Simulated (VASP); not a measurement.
Wanted: the native input for a VASP 6.6.1 run.

```
Task                   : electric field gradients
Functional             : LDA
Potentials or basis    : VASP PAW LDA potentials, release 64 (Ga_d, P)
Cutoff                 : 520 eV
k mesh                 : 10 × 10 × 10
Occupations            : fermi-dirac, width 0.05 eV
Spin                   : no spin polarisation
Dipole correction      : no
Further INCAR settings : ALGO = Normal; EDIFF = 1e-08; NBANDS = 16
```

The structure of GaP lies in POSCAR:

```
GaP
1.0
    0.0000000000      2.6884177822      2.6884177822
    2.6884177822      0.0000000000      2.6884177822
    2.6884177822      2.6884177822      0.0000000000
Ga P
1 1
Direct
    0.0000000000      0.0000000000      0.0000000000
    0.7500000000      0.7500000000      0.7500000000
```

This cell differs from its parent crystal: volume scaled by 0.96.

One way to write it, as run:

INCAR

```
PREC = Accurate ; ENCUT = 520
EDIFF = 1E-8 ; ISMEAR = -1
SIGMA = 0.05 ; LREAL = False
LASPH = True ; NELM = 60
ALGO = Normal ; ISIF = 2
LWAVE = False ; LCHARG = False
LEFG = True ; NBANDS = 16
```

KPOINTS

```
regular mesh
0
Gamma
  10 10 10
```

Potentials or basis: VASP PAW LDA potentials, release 64 (Ga_d, P).

Launch:

```console
$ cat potpaw_LDA.64/Ga_d/POTCAR potpaw_LDA.64/P/POTCAR > POTCAR
$ mpirun -np 1 vasp_std > vasp.out
```

Results of the run:

```json
{
 "Pressure": "0.9 GPa",
 "Band gap on the k mesh": "1.39 eV, indirect (least direct gap 1.98 eV)"
}
```

Caveat: without QUAD_EFG the Cq values of the log hold for a quadrupole moment of 1 mb, not for the nuclei.

Run time: 25 s on 1 thread of AMD EPYC 7R43 64-Core Processor (Zen 3), with other jobs on the host, peak memory 0.12 GiB.
